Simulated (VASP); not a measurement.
Input of a VASP 6.6.1 run:

Contents of INCAR:

```
PREC = Accurate
ENCUT = 400
EDIFF = 1E-6
ISMEAR = 0
SIGMA = 0.05
LREAL = False
LASPH = True
NELM = 120
ALGO = Normal
ISIF = 2
LWAVE = False
LCHARG = False
LDIPOL = True
IDIPOL = 3
DIPOL = 0.5 0.5 0.452
GGA = PE
IVDW = 12
NBANDS = 66
GGA_COMPAT = False
NELMDL = -8
```

File KPOINTS:

```
Automatic mesh
0
Gamma
  3 3 1
```

POSCAR

```
Si4HCl
1.0
    7.6671877214      0.0000000000      0.0000000000
   -3.8335938607      6.6399793423      0.0000000000
    0.0000000000      0.0000000000     25.4271453499
Si H Cl
16 4 4
Direct
    0.6666666667      0.3333333333      0.3712567758
    0.6666666667      0.8333333333      0.3712567758
    0.1666666667      0.3333333333      0.3712567758
    0.1666666667      0.8333333333      0.3712567758
    0.5000000000      0.5000000000      0.4020321168
    0.5000000000      0.0000000000      0.4020321168
    0.0000000000      0.5000000000      0.4020321168
    0.0000000000      0.0000000000      0.4020321168
    0.0000867169      0.5000198077      0.4942947776
    0.0001130582      0.0000844633      0.4942815545
    0.5000383558      0.4999344916      0.4942668638
    0.5000928163      0.0000882479      0.4942762074
    0.8333728677      0.6667406593      0.5245449110
    0.8334071100      0.1666767645      0.5246015052
    0.3335354877      0.6667540160      0.5245367242
    0.3333980712      0.1666578406      0.5246419913
    0.6667248333      0.3333675984      0.3121581029
    0.6666800080      0.8333186438      0.3121588579
    0.1666602742      0.3333504662      0.3121580021
    0.1666914660      0.8333653536      0.3121586307
    0.8328542060      0.6669649606      0.6059766062
    0.8335311312      0.1667951853      0.6060278722
    0.3343523805      0.6672577646      0.6059611719
    0.3334124260      0.1664998994      0.6060784990
```

Potentials or basis: VASP PAW PBE potentials, release 64 (Si, H, Cl).

Run with:

```bash
$ cat potpaw_PBE.64/Si/POTCAR potpaw_PBE.64/H/POTCAR potpaw_PBE.64/Cl/POTCAR > POTCAR
$ mpirun -np 1 vasp_std > vasp.out
```

Problem. Predict the largest force.

Solution. 0.140 eV/Å.

Problem. Estimate the dispersion energy per atom.

Solution. -0.192 eV.

Problem. What does it give for the band gap on the k mesh?

Solution. 1.24 eV.

Forces in eV/Å, atoms in the order of the input:
```
Si   0.000  0.000  0.135
Si   0.000  0.000  0.139
Si   0.000  0.000  0.136
Si   0.000  0.000  0.137
Si   0.000 -0.003 -0.140
Si   0.000  0.003 -0.138
Si   0.000  0.000 -0.134
Si   0.001  0.002 -0.137
Si   0.000  0.001  0.000
Si   0.000 -0.001 -0.002
Si   0.001  0.000 -0.002
Si   0.000  0.000 -0.002
Si   0.000 -0.001  0.042
Si   0.000  0.002  0.036
Si  -0.001  0.000  0.040
Si   0.000  0.000  0.037
H    0.000  0.000  0.005
H    0.000  0.000  0.005
H    0.000  0.000  0.005
H    0.000  0.000  0.005
Cl   0.007 -0.002 -0.041
Cl   0.000  0.002 -0.042
Cl  -0.007 -0.004 -0.038
Cl  -0.001  0.001 -0.048
```
